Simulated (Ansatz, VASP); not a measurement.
**Two plane-wave programs on P**

```
P
1.0
     3.28437    0.00000    0.00000
     0.00000   34.87475    0.00000
     0.00000    0.00000    4.57002
P
4
Cartesian
  0.0000 33.8176 2.6626
  0.0000 1.0571 1.9074
  1.6422 1.0571 0.3776
  1.6422 33.8176 4.1924
```

Change from the starting cell: strain +0.0300 x Voigt [0, 0, 1, 0, 0, 0], atoms carried along.

Alike in both runs: task single point; functional PBEsol; k mesh 8 × 1 × 6; occupations gaussian, width 0.05 eV; no spin polarisation.

|  | VASP | Ansatz |
| --- | --- | --- |
| version | VASP 6.6.1 | Ansatz 0.2.0 |
| potentials or method | VASP PAW PBE potentials, release 64 (P), cutoff 520 eV | scalar-relativistic, plane waves, PAW |
| valence electrons in the cell | 20 | 20 |

Ansatz gave:

- gap on the k mesh at the Fermi level (eV): 0.92
- least direct gap on the mesh (eV): 0.92
- rms of the force components (eV/Å): 0.247

**Question.** Which values does VASP return?

**Answer.** gap on the k mesh at the Fermi level (eV): 0.94; least direct gap on the mesh (eV): 0.94; rms of the force components (eV/Å): 0.255.

VASP's potentials were made for PBE, not for PBEsol. Atom by atom the forces differ by 0.013 eV/Å (rms over components).
